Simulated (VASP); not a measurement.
# PbO2 (Fm-3m) in VASP: notebook

The runs below take PbO2 through single point, relaxation of cell and atoms, with PBE, PBE+D3(BJ), PBE+D4, PBEsol+D3(BJ).

All numbers are computed with VASP 6.6.1; they aren't measurements. Logs are shortened: lines on timing, memory, paths and dates and some standing lists are left out, and cuts for length are marked.

## Step 1: The cell of the first run

Symmetry: Fm-3m, No. 225, cubic system. The conventional cell has a = 5.404 Å, b = 5.404 Å, c = 5.404 Å, α = 90.00°, β = 90.00°, γ = 90.00°. Pb (site symmetry m-3m) has 8 O at 2.34 Å within 3.1 Å. O (site symmetry -43m) has 4 Pb at 2.34 Å and 6 O at 2.70 Å within 3.1 Å.

## Step 2: Single point, PBE

Input file INCAR:

```
ALGO     = Normal         # electronic algorithm
EDIFF    = 1E-6           # SCF threshold, eV
ENCUT    = 520            # plane-wave cutoff, eV
GGA      = PE             # functional
ISIF     = 2              # what is computed and relaxed
ISMEAR   = 0              # smearing method
LASPH    = True           # aspherical terms in the spheres
LCHARG   = True           # write CHGCAR
LELF     = True           # ELF
LREAL    = False          # projectors in reciprocal space
LVHAR    = True         
LWAVE    = False          # write WAVECAR
NBANDS   = 20             # bands
NELM     = 100            # most SCF steps
PREC     = Accurate       # precision mode
SIGMA    = 0.026000000000000002 # smearing width, eV
```

Input file KPOINTS:

```
k-points
0
Gamma
  9 9 9
```

Input file POSCAR:

```
PbO2
1.0
    0.0000000000      2.7019920000      2.7019920000
    2.7019920000      0.0000000000      2.7019920000
    2.7019920000      2.7019920000      0.0000000000
Pb O
1 2
Direct
    0.0000000000      0.0000000000      0.0000000000
    0.7500000000      0.7500000000      0.7500000000
    0.2500000000      0.2500000000      0.2500000000
```

Potentials or basis: VASP PAW PBE potentials, release 64 (Pb_d, O).

Run with:

```sh
cat potpaw_PBE.64/Pb_d/POTCAR potpaw_PBE.64/O/POTCAR > POTCAR
mpirun -np 1 vasp_std > vasp.out
```

OUTCAR:

```text
EDIFF = 1E-6
   ENCUT = 520
   GGA = PE
   ISIF = 2
   ISMEAR = 0
   LASPH = True
   LREAL = False
   NELM = 100
   PREC = Accurate

 ion  position               nearest neighbor table
   1  0.000  0.000  0.000-   2 2.34   2 2.34   2 2.34   3 2.34   3 2.34   3 2.34   3 2.34   2 2.34

   2  0.750  0.750  0.750-   1 2.34   1 2.34   1 2.34   1 2.34
   3  0.250  0.250  0.250-   1 2.34   1 2.34   1 2.34   1 2.34

  LATTYP: Found a face centered cubic cell.
 ALAT       =     5.4039840000

  Lattice vectors:

 A1 = (   0.0000000000,   2.7019920000,   2.7019920000)
 A2 = (   2.7019920000,   0.0000000000,   2.7019920000)
 A3 = (   2.7019920000,   2.7019920000,   0.0000000000)

Analysis of symmetry for initial positions (statically):
=====================================================================
 Subroutine PRICEL returns:
 Original cell was already a primitive cell.

 Routine SETGRP: Setting up the symmetry group for a
 face centered cubic supercell.

 Subroutine GETGRP returns: Found 48 space group operations
 (whereof 48 operations were pure point group operations)
 out of a pool of 48 trial point group operations.

The static configuration has the point symmetry O_h .

Analysis of symmetry for dynamics (positions and initial velocities):
=====================================================================
 Subroutine PRICEL returns:
 Original cell was already a primitive cell.

 Routine SETGRP: Setting up the symmetry group for a
 face centered cubic supercell.

 Subroutine GETGRP returns: Found 48 space group operations
 (whereof 48 operations were pure point group operations)
 out of a pool of 48 trial point group operations.

The dynamic configuration has the point symmetry O_h .

 Subroutine INISYM returns: Found 48 space group operations
 (whereof 48 operations are pure point group operations),
 and found     1 'primitive' translations

----------------------------------------------------------------------------------------

                                     Primitive cell

  volume of cell :      39.4532

  direct lattice vectors                    reciprocal lattice vectors
     0.000000000  2.701992000  2.701992000    -0.185048660  0.185048660  0.185048660
     2.701992000  0.000000000  2.701992000     0.185048660 -0.185048660  0.185048660
     2.701992000  2.701992000  0.000000000     0.185048660  0.185048660 -0.185048660

  length of vectors
     3.821193732  3.821193732  3.821193732     0.320513682  0.320513682  0.320513682

  position of ions in fractional coordinates (direct lattice)
     0.000000000  0.000000000  0.000000000
     0.750000000  0.750000000  0.750000000
     0.250000000  0.250000000  0.250000000

  ion indices of the primitive-cell ions
   primitive index   ion index
                 1           1
                 2           2
                 3           3

----------------------------------------------------------------------------------------

 KPOINTS: k-points

Automatic generation of k-mesh.
 Grid dimensions read from file:
 generate k-points for:    9    9    9

 Generating k-lattice:

  Cartesian coordinates                     Fractional coordinates (reciprocal lattice)
    -0.020560962  0.020560962  0.020560962     0.111111111  0.000000000  0.000000000
     0.020560962 -0.020560962  0.020560962     0.000000000  0.111111111  0.000000000
     0.020560962  0.020560962 -0.020560962     0.000000000  0.000000000  0.111111111

  Length of vectors
     0.035612631  0.035612631  0.035612631

  Shift w.r.t. Gamma in fractional coordinates (k-lattice)
     0.000000000  0.000000000  0.000000000

 Subroutine IBZKPT returns following result:
 ===========================================

 Found     35 irreducible k-points:

 Following reciprocal coordinates:
            Coordinates               Weight
  0.000000  0.000000  0.000000      1.000000
  0.111111  0.000000  0.000000      8.000000
  0.222222  0.000000  0.000000      8.000000
  0.333333  0.000000  0.000000      8.000000
  0.444444  0.000000  0.000000      8.000000
[... 52 lines left out ...]
  band No.  band energies     occupation
      1     -12.2537      2.00000
      2     -11.2315      2.00000
      3      -9.9785      2.00000
      4      -9.9785      2.00000
      5      -9.7695      2.00000
      6      -9.7695      2.00000
[... 12 lines left out ...]
     19      20.7146      0.00000
     20      20.7146      0.00000

 k-point     6 :       0.1111    0.1111    0.0000
  band No.  band energies     occupation
      1     -12.7410      2.00000
      2     -10.7615      2.00000
      3     -10.0217      2.00000
      4     -10.0217      2.00000
      5      -9.8286      2.00000
      6      -9.8094      2.00000
[... 12 lines left out ...]
     19      20.8949      0.00000
     20      21.2663      0.00000

 k-point     7 :       0.2222    0.1111    0.0000
  band No.  band energies     occupation
      1     -12.5341      2.00000
      2     -11.1449      2.00000
      3      -9.9892      2.00000
      4      -9.9820      2.00000
      5      -9.8363      2.00000
      6      -9.8006      2.00000
[... 12 lines left out ...]
     19      21.1501      0.00000
     20      21.2370      0.00000
[... 277 lines left out ...]
 k-point    20 :       0.3333    0.3333    0.0000
  band No.  band energies     occupation
      1     -11.8984      2.00000
      2     -11.8178      2.00000
      3      -9.9013      2.00000
      4      -9.8643      2.00000
      5      -9.8643      2.00000
      6      -9.7688      2.00000
[... 12 lines left out ...]
     19      21.6274      0.00000
     20      23.5900      0.00000

 k-point    21 :       0.4444    0.3333    0.0000
  band No.  band energies     occupation
      1     -11.9528      2.00000
      2     -11.7089      2.00000
      3      -9.9168      2.00000
      4      -9.8403      2.00000
      5      -9.7605      2.00000
      6      -9.7324      2.00000
[... 12 lines left out ...]
     19      21.8089      0.00000
     20      23.1484      0.00000

 k-point    22 :      -0.4444    0.3333    0.0000
  band No.  band energies     occupation
      1     -11.9958      2.00000
      2     -11.6682      2.00000
      3      -9.9051      2.00000
      4      -9.8381      2.00000
      5      -9.7727      2.00000
      6      -9.4204      2.00000
[... 12 lines left out ...]
     19      21.9690      0.00000
     20      22.7233      0.00000

 k-point    23 :      -0.3333    0.3333    0.0000
  band No.  band energies     occupation
      1     -11.9655      2.00000
      2     -11.7291      2.00000
      3      -9.8798      2.00000
      4      -9.8541      2.00000
      5      -9.8040      2.00000
      6      -9.0513      2.00000
[... 12 lines left out ...]
     19      21.2259      0.00000
     20      23.2729      0.00000

 k-point    24 :       0.4444    0.4444    0.0000
  band No.  band energies     occupation
      1     -12.0521      2.00000
      2     -11.5338      2.00000
      3      -9.9343      2.00000
      4      -9.8058      2.00000
      5      -9.8058      2.00000
      6      -9.7546      2.00000
[... 12 lines left out ...]
     19      21.8012      0.00000
     20      22.5640      0.00000

 [... further k-points ...]
[... 5 lines left out ...]
  --------------------------------------------------------------------------------------
  -------------------------------------------------------------------------------------
  Total        0.1433010      0.1433010      0.1433010      0.0000000      0.0000000      0.0000000
  in kB        5.8193934      5.8193934      5.8193934      0.0000000      0.0000000      0.0000000
  external PRESSURE =       5.8193934 kB  Pullay stress =       0.0000000 kB

 VOLUME and BASIS-vectors are now :
 -----------------------------------------------------------------------------
  energy-cutoff  :      520.00
  volume of cell :       39.45
      direct lattice vectors                 reciprocal lattice vectors
     0.000000000  2.701992000  2.701992000    -0.185048660  0.185048660  0.185048660
     2.701992000  0.000000000  2.701992000     0.185048660 -0.185048660  0.185048660
     2.701992000  2.701992000  0.000000000     0.185048660  0.185048660 -0.185048660

 POSITION                                       TOTAL-FORCE (eV/Angst)
 -----------------------------------------------------------------------------------
      0.00000      0.00000      0.00000        -0.000000      0.000000     -0.000000
      4.05299      4.05299      4.05299        -0.000000      0.000000     -0.000000
      1.35100      1.35100      1.35100         0.000000     -0.000000      0.000000
 -----------------------------------------------------------------------------------
    total drift:                                0.000000     -0.000000      0.000000

  FREE ENERGIE OF THE ION-ELECTRON SYSTEM (eV)
  ---------------------------------------------------
  free  energy   TOTEN  =       -15.6104912023 eV

  energy  without entropy=      -15.6098998276  energy(sigma->0) =      -15.61019551
```

Run time: 13 s. Hardware: 1 thread of Intel Xeon 6975P-C (Granite Rapids), shared host; peak memory 0.17 GiB.

What came out:

```
Free energy            : -15.6105 eV
Pressure               : 0.6 GPa
Band gap on the k mesh : zero (band 13 reaches 5.58 eV, above the bottom of band 14 at 4.43 eV)
```

Levels at points of the mesh, in eV from the Fermi level:
```
           k point  band 11  band 12  band 13  band 14  band 15  band 16
(0.00, 0.00, 0.00)    -1.91    -1.14    -1.14    -1.14     7.05     7.05
```

Caveat: spin-orbit coupling is left out, which moves the levels of the heavy elements.

## Step 3: Single point, PBE

Input file INCAR:

```
PREC     = Accurate       # precision mode
ENCUT    = 520            # plane-wave cutoff, eV
EDIFF    = 1E-6           # SCF threshold, eV
ISMEAR   = 0              # smearing method
SIGMA    = 0.028000000000000004 # smearing width, eV
LREAL    = F              # projectors in reciprocal space
LASPH    = T              # aspherical terms in the spheres
NELM     = 60             # most SCF steps
ALGO     = Normal         # electronic algorithm
ISIF     = 2              # what is computed and relaxed
LWAVE    = F              # write WAVECAR
LCHARG   = T              # write CHGCAR
GGA      = PE             # functional
LELF     = T              # ELF
LVHAR    = T            
NBANDS   = 20             # bands
```

Input file KPOINTS:

```
Automatic mesh
0
Gamma
  9 9 9
```

POSCAR is that of step 2.

Potentials or basis: VASP PAW PBE potentials, release 64 (Pb_d, O).

Run with:

```sh
cat potpaw_PBE.64/Pb_d/POTCAR potpaw_PBE.64/O/POTCAR > POTCAR
mpirun -np 1 vasp_std > vasp.out
```

It took 12 s on 1 thread of Intel Xeon 6975P-C (Granite Rapids), shared host; peak memory 0.17 GiB.

The run converged. Its results:

```
Free energy            : -15.6105 eV
Pressure               : 0.6 GPa
Band gap on the k mesh : zero (band 13 reaches 5.58 eV, above the bottom of band 14 at 4.43 eV)
```

Levels at points of the mesh, in eV from the Fermi level:
| k point | band 11 | band 12 | band 13 | band 14 | band 15 | band 16 |
| --- | --- | --- | --- | --- | --- | --- |
| (0.00, 0.00, 0.00) | -1.91 | -1.14 | -1.14 | -1.14 | 7.05 | 7.05 |

Caveat: spin-orbit coupling is left out, which moves the levels of the heavy elements.

## Step 4: Relaxation of cell and atoms, PBE+D3(BJ)

Input file INCAR:

```
SYSTEM = PbO2
PREC = Accurate
ENCUT = 600
EDIFF = 1E-7
ISMEAR = -1
SIGMA = 0.05
LREAL = .False.
LASPH = .True.
NELM = 60
ALGO = Normal
ISIF = 3
LWAVE = .False.
LCHARG = .False.
GGA = PE
IVDW = 12
IBRION = 2
NSW = 60
EDIFFG = -0.01
```

Input file KPOINTS:

```
Automatic mesh
0
Gamma
  9 9 9
  0 0 0
```

POSCAR is that of step 3.

Run with:

```sh
cat potpaw_PBE.64/Pb_d/POTCAR potpaw_PBE.64/O/POTCAR > POTCAR
mpirun -np 1 vasp_std > vasp.out
```

Wall time 30 s (1 thread of Intel Xeon 6975P-C (Granite Rapids), shared host); peak memory 0.2 GiB.

It converged, with:

| Property | Result |
| --- | --- |
| Free energy | -16.3058 eV |
| Relaxed volume | 12.92 Å³/atom |
| Relaxed cell | a = 3.799 Å, b = 3.799 Å, c = 3.799 Å, α = 60.00°, β = 60.00°, γ = 60.00° |
| Space group after relaxing (to 0.05 Å) | Fm-3m (No. 225) |
| Energy gained by relaxing | 1.7 meV/atom |
| Ionic steps | 3 |
| Pressure after relaxing | 0.0 GPa |
| Band gap on the k mesh | zero (band 13 reaches 5.80 eV, above the bottom of band 14 at 4.62 eV) |
| Dispersion energy per atom | -0.232 eV |

The path:
```csv
step,energy change (eV),largest force (eV/Å),pressure (GPa),volume (Å³)
1,0.0000,0.0000,-2.37,39.45
2,-0.0032,0.0000,1.57,38.36
3,-0.0052,0.0000,0.01,38.77
```

Final structure:
```yaml
crystal:
  lattice:
    - [0.00000, 2.68625, 2.68625]
    - [2.68625, 0.00000, 2.68625]
    - [2.68625, 2.68625, 0.00000]
  atoms:
    - { symbol: Pb, position: [0.00000, 0.00000, 0.00000] }
    - { symbol: O, position: [0.75000, 0.75000, 0.75000] }
    - { symbol: O, position: [0.25000, 0.25000, 0.25000] }
```

Levels at points of the mesh, in eV from the Fermi level:
```csv
k point,band 9,band 10,band 11,band 12,band 13,band 14,band 15,band 16,band 17
"(0.00, 0.00, 0.00)",-1.99,-1.99,-1.99,-1.23,-1.23,-1.23,7.05,7.05,7.05
```

Caveat: spin-orbit coupling is left out, which moves the levels of the heavy elements; pairwise dispersion overbinds metals, which lowers pressure and volume.

## Step 5: Relaxation of cell and atoms, PBE+D4

Input file INCAR:

```
PREC     = Accurate       # precision mode
ENCUT    = 600            # plane-wave cutoff, eV
EDIFF    = 1E-6           # SCF threshold, eV
ISMEAR   = -1             # smearing method
SIGMA    = 0.05           # smearing width, eV
LREAL    = False          # projectors in reciprocal space
LASPH    = True           # aspherical terms in the spheres
NELM     = 80             # most SCF steps
ALGO     = Normal         # electronic algorithm
ISIF     = 3              # what is computed and relaxed
LWAVE    = False          # write WAVECAR
LCHARG   = False          # write CHGCAR
GGA      = PE             # functional
IVDW     = 13             # dispersion correction
IBRION   = 2              # ionic algorithm
NSW      = 60             # ionic steps
EDIFFG   = -0.01          # ionic threshold
```

Input file KPOINTS:

```
Automatic mesh
0
Gamma
  9 9 9
```

POSCAR is that of step 4.

Run with:

```sh
cat potpaw_PBE.64/Pb_d/POTCAR potpaw_PBE.64/O/POTCAR > POTCAR
mpirun -np 1 vasp_std > vasp.out
```

Wall time 26 s (1 thread of Intel Xeon 6975P-C (Granite Rapids), shared host); peak memory 0.19 GiB.

Results (log left out):

```
Free energy                            : -16.4410 eV
Relaxed volume                         : 12.90 Å³/atom
Relaxed cell                           : a = 3.797 Å, b = 3.797 Å, c = 3.797 Å, α = 60.00°, β = 60.00°, γ = 60.00°
Space group after relaxing (to 0.05 Å) : Fm-3m (No. 225)
Energy gained by relaxing              : 2.0 meV/atom
Ionic steps                            : 3
Pressure after relaxing                : 0.0 GPa
Band gap on the k mesh                 : zero (band 13 reaches 5.82 eV, above the bottom of band 14 at 4.63 eV)
Dispersion energy per atom             : -0.277 eV
```

The path:
```tsv
step	energy change (eV)	largest force (eV/Å)	pressure (GPa)	volume (Å³)
1	0.0000	0.0000	-2.57	39.45
2	-0.0038	0.0000	1.69	38.26
3	-0.0061	0.0000	-0.01	38.71
```

Final structure:
```xyz
3
Lattice="0.0000 2.6849 2.6849 2.6849 0.0000 2.6849 2.6849 2.6849 0.0000" Properties=species:S:1:pos:R:3 pbc="T T T"
Pb    0.0000    0.0000    0.0000
O     4.0273    4.0273    4.0273
O     1.3424    1.3424    1.3424
```

Levels at points of the mesh, in eV from the Fermi level:
```
           k point  band 11  band 12  band 13  band 14  band 15  band 16
(0.00, 0.00, 0.00)    -1.99    -1.23    -1.23    -1.23     7.06     7.06
```

Caveat: spin-orbit coupling is left out, which moves the levels of the heavy elements; pairwise dispersion overbinds metals, which lowers pressure and volume.

## Step 6: Relaxation of cell and atoms, PBEsol+D3(BJ)

Input file INCAR:

```
SYSTEM = PbO2
  ALGO = Normal
  EDIFF = 1E-6
  EDIFFG = -0.01
  ENCUT = 600
  GGA = PS
  IBRION = 2
  ISIF = 3
  ISMEAR = -1
  IVDW = 12
  LASPH = .TRUE.
  LCHARG = .FALSE.
  LREAL = .FALSE.
  LWAVE = .FALSE.
  NELM = 80
  NSW = 60
  PREC = Accurate
  SIGMA = 0.05
```

Input file KPOINTS:

```
k-points
0
G
  9 9 9
  0 0 0
```

POSCAR is that of step 5.

Potentials or basis: VASP PAW PBE potentials, release 64 (Pb_d, O).

Run with:

```sh
cat potpaw_PBE.64/Pb_d/POTCAR potpaw_PBE.64/O/POTCAR > POTCAR
mpirun -np 1 vasp_std > vasp.out
```

Wall time 27 s (1 thread of Intel Xeon 6975P-C (Granite Rapids), shared host); peak memory 0.2 GiB.

It converged, with:

* Free energy: -17.4627 eV
* Relaxed volume: 12.41 Å³/atom
* Relaxed cell: a = 3.748 Å, b = 3.748 Å, c = 3.748 Å, α = 60.00°, β = 60.00°, γ = 60.00°
* Space group after relaxing (to 0.05 Å): Fm-3m (No. 225)
* Energy gained by relaxing: 20.2 meV/atom
* Ionic steps: 3
* Pressure after relaxing: 0.0 GPa
* Band gap on the k mesh: zero (band 13 reaches 6.20 eV, above the bottom of band 14 at 4.91 eV)
* Dispersion energy per atom: -0.222 eV

The path:
```tsv
step	energy change (eV)	largest force (eV/Å)	pressure (GPa)	volume (Å³)
1	0.0000	0.0000	-8.21	39.45
2	-0.0279	0.0000	7.25	35.73
3	-0.0605	0.0000	-0.03	37.23
```

Final structure:
```yaml
crystal:
  lattice:
    - [0.00000, 2.65023, 2.65023]
    - [2.65023, 0.00000, 2.65023]
    - [2.65023, 2.65023, 0.00000]
  atoms:
    - { symbol: Pb, position: [0.00000, 0.00000, 0.00000] }
    - { symbol: O, position: [0.75000, 0.75000, 0.75000] }
    - { symbol: O, position: [0.25000, 0.25000, 0.25000] }
```

Levels at points of the mesh, in eV from the Fermi level:
| k point | band 10 | band 11 | band 12 | band 13 | band 14 | band 15 | band 16 | band 17 |
| --- | --- | --- | --- | --- | --- | --- | --- | --- |
| (0.00, 0.00, 0.00) | -2.08 | -2.08 | -1.34 | -1.34 | -1.34 | 7.01 | 7.01 | 7.01 |

Caveat: the PAW data sets were made with another functional, which shifts forces and pressure a little; spin-orbit coupling is left out, which moves the levels of the heavy elements; pairwise dispersion overbinds metals, which lowers pressure and volume.

## Step 7: Summary

```csv
task,level,cell,cutoff (eV),smearing,gap on the mesh (eV),pressure (GPa),relaxed volume (Å³/atom)
single point,PBE,as given,520,gaussian 0.026 eV,none,0.6,-
single point,PBE,as given,520,gaussian 0.028 eV,none,0.6,-
relaxation of cell and atoms,PBE+D3(BJ),relaxed,600,fermi-dirac 0.05 eV,none,0.0,12.92
relaxation of cell and atoms,PBE+D4,relaxed,600,fermi-dirac 0.05 eV,none,0.0,12.90
relaxation of cell and atoms,PBEsol+D3(BJ),relaxed,600,fermi-dirac 0.05 eV,none,0.0,12.41
```

Alike in all rows: potentials or basis VASP PAW PBE potentials, release 64 (Pb_d, O); no spin polarisation; k mesh 9 × 9 × 9.

Caveats: spin-orbit coupling is left out, which moves the levels of the heavy elements; pairwise dispersion overbinds metals, which lowers pressure and volume (some runs); the PAW data sets were made with another functional, which shifts forces and pressure a little (some runs).

Total energies depend on the potentials used, so only differences within one code and one set of settings carry meaning.
